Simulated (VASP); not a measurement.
Wanted: the native input for a VASP 6.6.1 run.

```yaml
Task: single point
Functional: r2SCAN
Potentials_or_basis: VASP PAW PBE potentials, release 64 (Sn_d, Se)
Cutoff: 520 eV
k_mesh: 12 × 12 × 12
Occupations: fermi-dirac, width 0.1 eV
Spin: no spin polarisation
Dipole_correction: no
Further_INCAR_settings: ALGO = Normal; EDIFF = 1e-06; NBANDS = 17
```

The system is SnSe (rocksalt type).

```xyz
2
Lattice="0.0000 2.7937 2.7937 2.7937 0.0000 2.7937 2.7937 2.7937 0.0000" Properties=species:S:1:pos:R:3 pbc="T T T"
Sn    0.0000    0.0000    0.0000
Se    2.7937    2.7937    2.7937
```

One way to write it, as run:

POSCAR

```
SnSe
1.0
    0.0000000000      2.7937289360      2.7937289360
    2.7937289360      0.0000000000      2.7937289360
    2.7937289360      2.7937289360      0.0000000000
Sn Se
1 1
Direct
    0.0000000000      0.0000000000      0.0000000000
    0.5000000000      0.5000000000      0.5000000000
```

INCAR.step1

```
SYSTEM = SnSe
ALGO     = Normal         ! electronic algorithm
EDIFF    = 1E-4           ! SCF threshold, eV
ENCUT    = 520            ! plane-wave cutoff, eV
GGA      = PE             ! functional
ISMEAR   = -1             ! smearing method
LASPH    = .True.         ! aspherical terms in the spheres
LCHARG   = .False.        ! write CHGCAR
LREAL    = .False.        ! projectors in reciprocal space
LWAVE    = .True.         ! write WAVECAR
NBANDS   = 17             ! bands
NELM     = 100            ! most SCF steps
PREC     = Accurate       ! precision mode
SIGMA    = 0.1            ! smearing width, eV
```

INCAR.step2

```
SYSTEM = SnSe
ALGO     = Normal         ! electronic algorithm
EDIFF    = 1E-6           ! SCF threshold, eV
ENCUT    = 520            ! plane-wave cutoff, eV
ISIF     = 2              ! what is computed and relaxed
ISMEAR   = -1             ! smearing method
ISTART   = 1            
LASPH    = .True.         ! aspherical terms in the spheres
LCHARG   = .False.        ! write CHGCAR
LMIXTAU  = .True.       
LREAL    = .False.        ! projectors in reciprocal space
LWAVE    = .False.        ! write WAVECAR
METAGGA  = R2SCAN         ! meta-GGA
NBANDS   = 17             ! bands
NELM     = 100            ! most SCF steps
PREC     = Accurate       ! precision mode
SIGMA    = 0.1            ! smearing width, eV
```

KPOINTS

```
k-points
0
Gamma
  12 12 12
  0 0 0
```

Potentials or basis: VASP PAW PBE potentials, release 64 (Sn_d, Se).

Launch:

```sh
$ cat potpaw_PBE.64/Sn_d/POTCAR potpaw_PBE.64/Se/POTCAR > POTCAR
$ cp INCAR.step1 INCAR
$ mpirun -np 1 vasp_std > vasp.out
$ cp INCAR.step2 INCAR
$ mpirun -np 1 vasp_std > vasp.out
```

Results of the run:

```yaml
Pressure: 19.0 GPa
Band_gap_on_the_k_mesh: 0.20 eV (least direct gap 0.40 eV)
```

Caveat: the cell stands under pressure; semilocal functionals underestimate gaps, and a narrow one can read as zero; the PAW data sets were made with another functional, which shifts forces and pressure a little; spin-orbit coupling is left out, which moves the levels of the heavy elements.

It took 89 s on 1 thread of Intel(R) Xeon(R) 6975P-C (Granite Rapids) (shared host), peak memory 0.2 GiB.
